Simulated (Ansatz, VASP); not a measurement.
Two plane-wave programs on CoO4F

```
CELL_PARAMETERS angstrom
3.66385 0.00000 0.00000
0.00000 2.39229 0.00000
0.17478 0.00000 3.84891
ATOMIC_POSITIONS crystal
Co 0.00000 0.00000 0.00000
F 0.50000 0.50000 0.50000
O 0.69000 0.00000 0.33000
O 0.31000 0.00000 0.67000
O 0.77400 0.50000 0.81400
O 0.22600 0.50000 0.18600
```

Alike in both runs: task single point; functional r2SCAN; k mesh 5 × 7 × 5; no spin polarisation; Hubbard terms Co d U = 4.0 eV.

|  | VASP | Ansatz |
| --- | --- | --- |
| version | VASP 6.6.1 | Ansatz 0.2.0 |
| potentials or method | VASP PAW PBE potentials, release 64 (Co, F, O), cutoff 520 eV | PAW plane waves |
| occupations | fermi-dirac, width 0.1 eV | fermi-dirac |
| valence electrons in the cell | 40 | 48 |

|  | VASP | Ansatz | Ansatz less VASP |
| --- | --- | --- | --- |
| gap on the k mesh at the Fermi level (eV) | none | none | - |
| rms of the force components (eV/Å) | 2.775 | 2.475 | -0.3008 |

VASP's potentials were made for PBE, not for r2SCAN. The programs project onto different local orbitals, so the same U acts differently, and such runs can settle in different states. Atom by atom the forces differ by 0.375 eV/Å (rms over components). A gap of «none» marks a metal or a gap that the smearing closes. VASP's potentials hold 40 valence electrons a cell and Ansatz's 48, so a difference there can come from the potentials and not from the codes. Ansatz's warnings: filled band counts differ across k points.

The k mesh is coarse, so the values compare programs but aren't converged.
